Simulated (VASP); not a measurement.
A run of VASP 6.6.1 is set up as follows.

File POSCAR:

```
Rb
1.0
   -2.8025000000      2.8025000000      2.8025000000
    2.8025000000     -2.8025000000      2.8025000000
    2.8025000000      2.8025000000     -2.8025000000
Rb
1
Direct
    0.0000000000      0.0000000000      0.0000000000
```

The input INCAR.step1:

```
PREC     = Accurate       # precision mode
ENCUT    = 520            # plane-wave cutoff, eV
ISMEAR   = -1             # smearing method
SIGMA    = 0.05           # smearing width, eV
LREAL    = False          # projectors in reciprocal space
LASPH    = True           # aspherical terms in the spheres
NELM     = 80             # most SCF steps
NBANDS   = 10             # bands
GGA      = PE             # functional
ALGO     = Normal         # electronic algorithm
EDIFF    = 1E-4           # SCF threshold, eV
LWAVE    = True           # write WAVECAR
LCHARG   = False          # write CHGCAR
```

File INCAR.step2:

```
PREC     = Accurate       # precision mode
ENCUT    = 520            # plane-wave cutoff, eV
EDIFF    = 1E-6           # SCF threshold, eV
ISMEAR   = -1             # smearing method
SIGMA    = 0.05           # smearing width, eV
LREAL    = False          # projectors in reciprocal space
LASPH    = True           # aspherical terms in the spheres
NELM     = 80             # most SCF steps
ALGO     = Normal         # electronic algorithm
ISIF     = 2              # what is computed and relaxed
LWAVE    = False          # write WAVECAR
LCHARG   = False          # write CHGCAR
METAGGA  = R2SCAN         # meta-GGA
LMIXTAU  = True         
NBANDS   = 10             # bands
ISTART   = 1
```

Contents of KPOINTS:

```
regular mesh
0
Gamma
  4 4 4
```

Potentials or basis: VASP PAW PBE potentials, release 64 (Rb_sv).

The run is started by

```console
$ cat potpaw_PBE.64/Rb_sv/POTCAR > POTCAR
$ cp INCAR.step1 INCAR
$ mpirun -np 1 vasp_std > vasp.out
$ cp INCAR.step2 INCAR
$ mpirun -np 1 vasp_std > vasp.out
```

Predict the pressure.

0.3 GPa.

Caveat: the k points lie up to 0.40 Å⁻¹ apart; the PAW data sets were made with another functional, which shifts forces and pressure a little.
